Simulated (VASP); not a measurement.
Input of a VASP 6.6.1 run:

INCAR

```
PREC = Accurate
ENCUT = 520
EDIFF = 1E-6
ISMEAR = -1
SIGMA = 0.05
LREAL = False
LASPH = True
NELM = 150
ALGO = Normal
ISIF = 2
LWAVE = False
LCHARG = True
ISPIN = 2
MAGMOM = 1 1
LORBIT = 11
LMAXMIX = 4
LELF = True
LVHAR = True
NBANDS = 22
```

KPOINTS

```
regular mesh
0
Gamma
  18 18 11
```

Contents of POSCAR:

```
Sc
1.0
    3.1395987867      0.0000000000      0.0000000000
   -1.5697993934      2.7189723070      0.0000000000
    0.0000000000      0.0000000000      4.8520353075
Sc
2
Direct
    0.3333333333      0.6666666667      0.2500000000
    0.6666666667      0.3333333333      0.7500000000
```

Potentials or basis: VASP PAW LDA potentials, release 64 (Sc_sv).

Command:

```sh
$ cat potpaw_LDA.64/Sc_sv/POTCAR > POTCAR
$ mpirun -np 1 vasp_std > vasp.out
```

(1) Predict the band gap on the k mesh.

(2) Predict the pressure.

(3) Predict the net moment.

Answers

(1) zero (filled and empty bands overlap).

(2) 6.1 GPa.

(3) 0.00 μB per cell.

Caveat: the cell stands under pressure.
